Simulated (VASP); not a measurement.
Here is a VASP 6.6.1 calculation.

Contents of INCAR:

```
PREC = Accurate ; ENCUT = 520
EDIFF = 1E-6 ; ISMEAR = 0
SIGMA = 0.05 ; LREAL = F
LASPH = T ; NELM = 80
ALGO = Normal ; ISIF = 2
LWAVE = F ; LCHARG = F
GGA = PE ; NBANDS = 15
```

Contents of KPOINTS:

```
regular mesh
0
Gamma
  6 6 6
```

File POSCAR:

```
CuSb
1.0
    0.0000000000      2.6871549371      2.6871549371
    2.6871549371      0.0000000000      2.6871549371
    2.6871549371      2.6871549371      0.0000000000
Cu Sb
1 1
Direct
    0.5000000000      0.5000000000      0.5000000000
    0.0000000000      0.0000000000      0.0000000000
```

Potentials or basis: VASP PAW PBE potentials, release 64 (Cu, Sb).

Command:

```sh
$ cat potpaw_PBE.64/Cu/POTCAR potpaw_PBE.64/Sb/POTCAR > POTCAR
$ mpirun -np 1 vasp_std > vasp.out
```

(1) What does it give for the band gap on the k mesh?

(2) What does it give for the pressure?

Results:

(1) zero (band 8 reaches 10.67 eV, above the bottom of band 9 at 5.91 eV).

(2) 2.5 GPa.

Caveat: spin-orbit coupling is left out, which moves the levels of the heavy elements.
